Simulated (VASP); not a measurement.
# Al4N3 (P1) in VASP: notebook

Al4N3 is run at these levels: PBE; tasks: single point, relaxation of cell and atoms.

Program: VASP 6.6.1. These are calculated values, not measurements. Logs are shortened: lines on timing, memory, paths and dates and some standing lists are left out, and cuts for length are marked.

### 1 The cell of the first run

The typed cell holds 14 atoms: a = 5.808 Å, b = 5.808 Å, c = 6.239 Å, α = 106.09°, β = 105.53°, γ = 114.59°.

### 2 Single point, PBE

INCAR

```
ALGO     = Normal         # electronic algorithm
EDIFF    = 1E-7           # SCF threshold, eV
ENCUT    = 520            # plane-wave cutoff, eV
GGA      = PE             # functional
ISIF     = 2              # what is computed and relaxed
ISMEAR   = 0              # smearing method
ISYM     = 0            
LASPH    = T              # aspherical terms in the spheres
LCHARG   = F              # write CHGCAR
LREAL    = F              # projectors in reciprocal space
LWAVE    = F              # write WAVECAR
NBANDS   = 40             # bands
NELM     = 100            # most SCF steps
PREC     = Accurate       # precision mode
SIGMA    = 0.1            # smearing width, eV
```

KPOINTS

```
k-points
0
Gamma
  3 3 3
```

POSCAR

```
Al4N3
1.0
    3.1377848957     -0.0137218202     -4.8872323798
    3.1381362595      0.0181708964      4.8874515604
   -3.1418135906     -5.3900868053     -0.0173388694
Al N
8 6
Direct
    0.3239643761      0.3434863908      0.1716488641
    0.8238234562      0.8435718790      0.1715971861
    0.3356422989      0.3311202471      0.6705430180
    0.8357030256      0.8311681544      0.6705183047
    0.9100339065      0.3971609219      0.3109306801
    0.4096357481      0.8968242744      0.3109101698
    0.9227332457      0.4145050279      0.8403271370
    0.4229116522      0.9145060410      0.8404664032
    0.6347581779      0.0183081395      0.6565628155
    0.1347423810      0.5182708937      0.6565825186
    0.7241154678      0.6058987481      0.3338453363
    0.2240025298      0.1058407358      0.3338550277
    0.7262599402      0.6118610007      0.8415798196
    0.2263720967      0.1118074437      0.8416369036
```

Potentials or basis: VASP PAW PBE potentials, release 64 (Al, N).

On the command line:

```sh
> cat potpaw_PBE.64/Al/POTCAR potpaw_PBE.64/N/POTCAR > POTCAR
> mpirun -np 1 vasp_std > vasp.out
```

OUTCAR:

```text
EDIFF = 1E-7
   ENCUT = 520
   GGA = PE
   ISIF = 2
   ISMEAR = 0
   ISYM = 0
   LASPH = T
   LREAL = F
   NELM = 100
   PREC = Accurate

 ion  position               nearest neighbor table
   1  0.324  0.343  0.172-  14 1.89  11 1.92  12 1.92   6 2.87   5 2.87   7 2.93   4 3.11   3 3.12
                             4 3.12   3 3.13   8 3.13   5 3.13   6 3.13   2 3.14   2 3.14
   2  0.824  0.844  0.172-  13 1.89  12 1.92  11 1.92   5 2.87   6 2.87   8 2.92   3 3.11   4 3.12
                             3 3.12   4 3.13   7 3.13   6 3.13   5 3.13   1 3.14   1 3.14
   3  0.336  0.331  0.671-  12 1.89  10 1.90  13 1.90  14 1.90   7 3.02   8 3.03   7 3.06   8 3.06
                             5 3.10   2 3.11   1 3.12   2 3.12   1 3.13   4 3.14   4 3.14   6 3.14
   4  0.836  0.831  0.671-  11 1.89  14 1.90   9 1.90  13 1.90   8 3.02   7 3.03   7 3.06   8 3.07
                             6 3.10   1 3.11   2 3.12   1 3.12   2 3.13   3 3.14   3 3.14   5 3.14
   5  0.910  0.397  0.311-  11 1.93  10 1.93   2 2.87   1 2.87   8 2.98   7 2.98   3 3.10   1 3.13
                             2 3.13   6 3.14   6 3.14   4 3.14   8 3.26   7 3.26
   6  0.410  0.897  0.311-  12 1.93   9 1.93   1 2.87   2 2.87   7 2.98   8 2.99   4 3.10   2 3.13
                             1 3.13   5 3.14   5 3.14   3 3.14   7 3.26   8 3.26
   7  0.923  0.415  0.840-  13 1.92  10 1.93   9 1.93   1 2.93   6 2.98   5 2.98   3 3.02   4 3.03
                             4 3.06   3 3.06   2 3.13   8 3.14   8 3.14   6 3.26   5 3.26
   8  0.423  0.915  0.840-  14 1.92   9 1.93  10 1.93   2 2.92   5 2.98   6 2.99   4 3.02   3 3.03
                             3 3.06   4 3.07   1 3.13   7 3.14   7 3.14   5 3.26   6 3.26
   9  0.635  0.018  0.657-   4 1.90   7 1.93   8 1.93   6 1.93
  10  0.135  0.518  0.657-   3 1.90   7 1.93   8 1.93   5 1.93
  11  0.724  0.606  0.334-   4 1.89   1 1.92   2 1.92   5 1.93
  12  0.224  0.106  0.334-   3 1.89   2 1.92   1 1.92   6 1.93
  13  0.726  0.612  0.842-   2 1.89   3 1.90   4 1.90   7 1.92
  14  0.226  0.112  0.842-   1 1.89   4 1.90   3 1.90   8 1.92

IMPORTANT INFORMATION: All symmetrisations will be switched off!
NOSYMM: (Re-)initialisation of all symmetry stuff for point group C_1.

----------------------------------------------------------------------------------------

                                     Primitive cell

  volume of cell :     165.2578

  direct lattice vectors                    reciprocal lattice vectors
     3.137784896 -0.013721820 -4.887232380     0.159408359 -0.092588979 -0.102008730
     3.138136259  0.018170896  4.887451560     0.159401677 -0.093243282  0.102603601
    -3.141813591 -5.390086805 -0.017338869     0.000131556 -0.185604399  0.000605583

  length of vectors
     5.807832872  5.808219359  6.238936531     0.210688218  0.211259801  0.185605434

  position of ions in fractional coordinates (direct lattice)
     0.323964376  0.343486391  0.171648864
     0.823823456  0.843571879  0.171597186
     0.335642299  0.331120247  0.670543018
[... 113 lines left out ...]
   LORBIT       =      0    0 simple, 1 ext, 2 COOP (PROOUT), +10 PAW based schemes
   GGA     = PE    functional components
   LHFCALC =     F    Hartree Fock is set to
   AEXX    =    0.0000 exact exchange contribution
   IVDW    =     0    specifies the selected vdW correction
   LEPSILON=     F    determine dielectric tensor
   LRPA    =     F    only Hartree local field effects (RPA)
 non-spin polarized calculation
 Gauss-broadening in eV      SIGMA  =   0.10
  energy-cutoff  :      520.00
  volume of cell :      165.26
 maximum number of plane-waves:      4467
 NGX is ok and might be reduce to    48
   NGX = 21   NGY = 21   NGZ = 23

 number of electron      53.9999999 magnetization

 Free energy of the ion-electron system (eV)
  ---------------------------------------------------
  ext. energy  EPLUGINS =         0.00000000
  ---------------------------------------------------
  free energy    TOTEN  =       -92.81908964 eV

  energy without entropy =      -92.80780461  energy(sigma->0) =      -92.81344712

 E-fermi :   8.6473     XC(G=0): -10.6165

 val. band max:        8.5770823032   @ k =   0.3333   0.3333  -0.0000
 cond. band min:       8.7197900299   @ k =  -0.0000   0.3333   0.3333
 fundamental gap:      0.1427077267
 Fermi energy:         8.6473291869

 k-point     1 :       0.0000    0.0000    0.0000
  band No.  band energies     occupation
      1      -9.1615      2.00000
      2      -7.4023      2.00000
      3      -7.3479      2.00000
      4      -7.2356      2.00000
      5      -7.0811      2.00000
      6      -7.0508      2.00000
[... 577 lines left out ...]
     38      14.0324      0.00000
     39      14.4078      0.00000
 [bands above 39 left out]

------------------------ aborting loop because EDIFF is reached ----------------------------------------

  FORCE on cell =-STRESS in cart. coord.  units (eV):
  Direction    XX          YY          ZZ          XY          YZ          ZX
  --------------------------------------------------------------------------------------
  -------------------------------------------------------------------------------------
  Total       -0.3222388     -0.3064348     -0.4218309     -0.0629359     -0.0469272      0.0145164
  in kB       -3.1241110     -2.9708915     -4.0896581     -0.6101649     -0.4549604      0.1407364
  external PRESSURE =      -3.3948869 kB  Pullay stress =       0.0000000 kB

 VOLUME and BASIS-vectors are now :
 -----------------------------------------------------------------------------
  energy-cutoff  :      520.00
  volume of cell :      165.26
      direct lattice vectors                 reciprocal lattice vectors
     3.137784896 -0.013721820 -4.887232380     0.159408359 -0.092588979 -0.102008730
     3.138136259  0.018170896  4.887451560     0.159401677 -0.093243282  0.102603601
    -3.141813591 -5.390086805 -0.017338869     0.000131556 -0.185604399  0.000605583

 POSITION                                       TOTAL-FORCE (eV/Angst)
 -----------------------------------------------------------------------------------
      1.55515     -0.92341      0.09251         0.000676     -0.006469     -0.020969
      4.69310     -0.92090      0.09372        -0.000285     -0.006677     -0.021520
     -0.01445     -3.61287     -0.03365        -0.002810     -0.009179      0.009305
      3.12393     -3.61052     -0.03361        -0.003450     -0.010075      0.010487
      3.12495     -1.68121     -2.51183        -0.000919     -0.013649      0.015672
      3.12288     -1.66516      2.37581         0.004571     -0.014707      0.014013
      1.55596     -4.53457     -2.49831         0.002521      0.026169      0.018700
      1.55626     -4.51937      2.38816         0.001346      0.025661      0.020645
     -0.01361     -3.54731     -3.02411        -0.001518      0.005196     -0.002125
     -0.01366     -3.53147      1.86312        -0.000034      0.004416      0.000072
      3.12463     -1.79838     -0.58341         0.000074      0.005222     -0.013055
     -0.01390     -1.80066     -0.58325         0.001509      0.005131     -0.014532
      1.55486     -4.53504     -0.57355        -0.000443     -0.005669     -0.010679
     -1.58309     -4.53757     -0.57447        -0.001238     -0.005370     -0.006014
 -----------------------------------------------------------------------------------
    total drift:                               -0.000773      0.000732      0.001949

  FREE ENERGIE OF THE ION-ELECTRON SYSTEM (eV)
  ---------------------------------------------------
  free  energy   TOTEN  =       -92.8190896447 eV

  energy  without entropy=      -92.8078046051  energy(sigma->0) =      -92.81344712
```

OSZICAR:

```text
N       E                     dE             d eps       ncg     rms          rms(c)
DAV:   1     0.201582563081E+03    0.20158E+03   -0.24188E+04  1120   0.119E+03
DAV:   2    -0.848657824993E+02   -0.28645E+03   -0.27563E+03  1448   0.231E+02
DAV:   3    -0.107341281923E+03   -0.22475E+02   -0.22286E+02  1432   0.676E+01
DAV:   4    -0.107620319169E+03   -0.27904E+00   -0.27857E+00  1360   0.833E+00
DAV:   5    -0.107624385410E+03   -0.40662E-02   -0.40659E-02  1440   0.101E+00    0.214E+01
DAV:   6    -0.927836138191E+02    0.14841E+02   -0.62956E+01  1352   0.335E+01    0.773E+00
DAV:   7    -0.929028021685E+02   -0.11919E+00   -0.28017E+00  1328   0.729E+00    0.506E+00
DAV:   8    -0.928403582939E+02    0.62444E-01   -0.43587E-01  1344   0.333E+00    0.951E-01
DAV:   9    -0.928175174877E+02    0.22841E-01   -0.97851E-02  1408   0.138E+00    0.450E-01
DAV:  10    -0.928188115518E+02   -0.12941E-02   -0.84995E-03  1344   0.423E-01    0.171E-01
DAV:  11    -0.928190813977E+02   -0.26985E-03   -0.55675E-04  1368   0.134E-01    0.367E-02
DAV:  12    -0.928190882891E+02   -0.68915E-05   -0.36426E-05  1512   0.448E-02    0.229E-02
DAV:  13    -0.928190904029E+02   -0.21137E-05   -0.26822E-05  1352   0.240E-02    0.995E-03
DAV:  14    -0.928190895310E+02    0.87185E-06   -0.68429E-06  1600   0.162E-02    0.227E-03
DAV:  15    -0.928190896233E+02   -0.92289E-07   -0.12533E-06  1376   0.638E-03    0.117E-03
DAV:  16    -0.928190896447E+02   -0.21345E-07   -0.22190E-07  1136   0.224E-03
   1 F= -.92819090E+02 E0= -.92813447E+02  d E =-.112850E-01
```

stdout:

```text
POSCAR found type information on POSCAR AlN
 POSCAR found :  2 types and      14 ions
 scaLAPACK will be used
 LDA part: xc-table for (Slater+PW92), standard interpolation
 POSCAR, INCAR and KPOINTS ok, starting setup
 FFT: planning ... GRIDC
 FFT: planning ... GRID_SOFT
 FFT: planning ... GRID
 WAVECAR not read
 entering main loop
```

It took 1.9 min on 1 thread of Intel Xeon Platinum 8375C at 2.90GHz (Ice Lake), shared host; peak memory 0.33 GiB.

Results:

- Free energy: -92.8191 eV
- Pressure: -0.3 GPa
- Largest force: 0.033 eV/Å
- Band gap on the k mesh: zero (band 27 reaches 8.85 eV, above the bottom of band 28 at 8.52 eV)

Forces on the atoms (eV/Å):
```
Al   0.001 -0.006 -0.021
Al   0.000 -0.007 -0.022
Al  -0.003 -0.009  0.009
Al  -0.003 -0.010  0.010
Al  -0.001 -0.014  0.016
Al   0.005 -0.015  0.014
Al   0.003  0.026  0.019
Al   0.001  0.026  0.021
N   -0.002  0.005 -0.002
N    0.000  0.004  0.000
N    0.000  0.005 -0.013
N    0.002  0.005 -0.015
N    0.000 -0.006 -0.011
N   -0.001 -0.005 -0.006
```

Levels at points of the mesh, in eV from the Fermi level:
| k point | band 25 | band 26 | band 27 | band 28 | band 29 | band 30 |
| --- | --- | --- | --- | --- | --- | --- |
| (0.00, 0.00, 0.00) | -3.41 | -3.08 | -0.62 | 1.18 | 1.64 | 1.79 |

Caveat: the k points lie up to 0.44 Å⁻¹ apart.

### 3 Relaxation of cell and atoms, PBE

This run uses another cell than the first one, of 12.17 Å³/atom, 1.031 times its volume.

INCAR

```
SYSTEM = Al4N3
ALGO = Normal
EDIFF = 1E-7
EDIFFG = -0.04
ENCUT = 600
GGA = PE
IBRION = 2
ISIF = 3
ISMEAR = 0
ISYM = 0
LASPH = .TRUE.
LCHARG = .FALSE.
LREAL = .FALSE.
LWAVE = .FALSE.
NELM = 80
NSW = 70
PREC = Accurate
SIGMA = 0.1
```

KPOINTS

```
k-points
0
G
  3 3 3
  0 0 0
```

POSCAR

```
Al4N3
1.0
    3.1302337030      0.0000000000     -5.0180132442
    3.1302337030      0.0000000000      5.0180132442
   -3.1302337030     -5.4217238131      0.0000000000
Al N
8 6
Direct
    0.3336218197      0.3342695871      0.1704506247
    0.8315569788      0.8286563182      0.1661087034
    0.3341697808      0.3343859226      0.6643260051
    0.8303474507      0.8286748039      0.6664107003
    0.9131458851      0.4121028105      0.3277214191
    0.4110864589      0.9158410530      0.3299453188
    0.9183448280      0.4182481030      0.8347427832
    0.4152096213      0.9134339361      0.8304158564
    0.6391968889      0.0223040614      0.6671777538
    0.1370950357      0.5138407427      0.6633689119
    0.7184459956      0.6036635566      0.3323211201
    0.2240047396      0.1023504187      0.3303034548
    0.7269505584      0.6078008068      0.8312688833
    0.2215222611      0.1087577772      0.8364426492
```

Potentials or basis: VASP PAW PBE potentials, release 64 (Al, N).

On the command line:

```sh
> cat potpaw_PBE.64/Al/POTCAR potpaw_PBE.64/N/POTCAR > POTCAR
> mpirun -np 1 vasp_std > vasp.out
```

Wall time 12 min (1 thread of Intel Xeon Platinum 8375C at 2.90GHz (Ice Lake), shared host); peak memory 0.37 GiB.

Results (log left out):

| Item | Value |
| --- | --- |
| Free energy | -92.8342 eV |
| Relaxed volume | 11.78 Å³/atom |
| Relaxed cell | a = 5.799 Å, b = 5.800 Å, c = 6.236 Å, α = 106.15°, β = 105.45°, γ = 114.51° |
| Space group after relaxing (to 0.05 Å) | Pm (No. 6) |
| Energy gained by relaxing | 25.1 meV/atom |
| Ionic steps | 12 |
| Pressure after relaxing | -0.1 GPa |
| Largest force after relaxing | 0.028 eV/Å |
| Band gap on the k mesh | zero (band 27 reaches 8.88 eV, above the bottom of band 28 at 8.54 eV) |

Forces in eV/Å, atoms in the order of the input:
```
Al  -0.006 -0.008 -0.001
Al  -0.012  0.007  0.004
Al  -0.017  0.002 -0.015
Al  -0.006  0.007 -0.007
Al   0.003 -0.006  0.013
Al  -0.003 -0.013  0.025
Al  -0.007 -0.002 -0.011
Al  -0.003  0.003 -0.014
N    0.010  0.018  0.000
N   -0.004  0.019  0.002
N    0.004  0.000  0.003
N    0.017 -0.001 -0.003
N    0.003 -0.015 -0.005
N    0.020 -0.010  0.008
```

Stress tensor (GPa, compression positive):
```
-0.19 -0.03 -0.02
-0.03 -0.20 -0.08
-0.02 -0.08  0.13
```

The path:
| step | energy change (eV) | largest force (eV/Å) | pressure (GPa) | volume (Å³) |
| --- | --- | --- | --- | --- |
| 1 | 0.0000 | 1.4212 | -0.84 | 170.32 |
| 2 | -0.2228 | 0.5120 | -1.15 | 168.75 |
| 3 | -0.2256 | 0.4868 | -1.13 | 168.54 |
| 4 | -0.2947 | 0.3454 | 0.16 | 166.03 |
| 5 | -0.3025 | 0.3901 | 0.83 | 164.87 |
| 6 | -0.3312 | 0.2376 | -0.18 | 165.20 |
| 7 | -0.3312 | 0.2380 | -0.19 | 165.21 |
| 8 | -0.3440 | 0.1482 | -0.04 | 164.93 |
| 9 | -0.3449 | 0.1432 | 0.02 | 164.83 |
| 10 | -0.3497 | 0.0918 | 0.07 | 164.77 |
| 11 | -0.3498 | 0.0988 | 0.08 | 164.76 |
| 12 | -0.3510 | 0.0282 | -0.09 | 164.91 |

Final structure:
```cif
data_structure
_symmetry_space_group_name_H-M 'P 1'
_symmetry_Int_Tables_number 1
_cell_length_a 5.7993
_cell_length_b 5.8004
_cell_length_c 6.2362
_cell_angle_alpha 106.149
_cell_angle_beta 105.455
_cell_angle_gamma 114.512
_cell_volume 164.91
loop_
_atom_site_label
_atom_site_type_symbol
_atom_site_fract_x
_atom_site_fract_y
_atom_site_fract_z
_atom_site_occupancy
Al1 Al 0.32423 0.34357 0.17184 1
Al2 Al 0.82461 0.84370 0.17208 1
Al3 Al 0.33571 0.33145 0.67071 1
Al4 Al 0.83560 0.83135 0.67070 1
Al5 Al 0.91017 0.39662 0.31086 1
Al6 Al 0.41047 0.89667 0.31072 1
Al7 Al 0.92216 0.41440 0.83976 1
Al8 Al 0.42216 0.91443 0.83988 1
N1 N 0.63449 0.01848 0.65663 1
N2 N 0.13466 0.51861 0.65665 1
N3 N 0.72429 0.60560 0.33396 1
N4 N 0.22436 0.10558 0.33399 1
N5 N 0.72595 0.61204 0.84163 1
N6 N 0.22583 0.11182 0.84158 1
```

Levels at points of the mesh, in eV from the Fermi level:
| k point | band 23 | band 24 | band 25 | band 26 | band 27 | band 28 | band 29 | band 30 | band 31 | band 32 |
| --- | --- | --- | --- | --- | --- | --- | --- | --- | --- | --- |
| (0.00, 0.00, 0.00) | -3.78 | -3.63 | -3.43 | -3.09 | -0.62 | 1.19 | 1.63 | 1.80 | 2.42 | 2.57 |

Caveat: the k points lie up to 0.44 Å⁻¹ apart in the final cell.
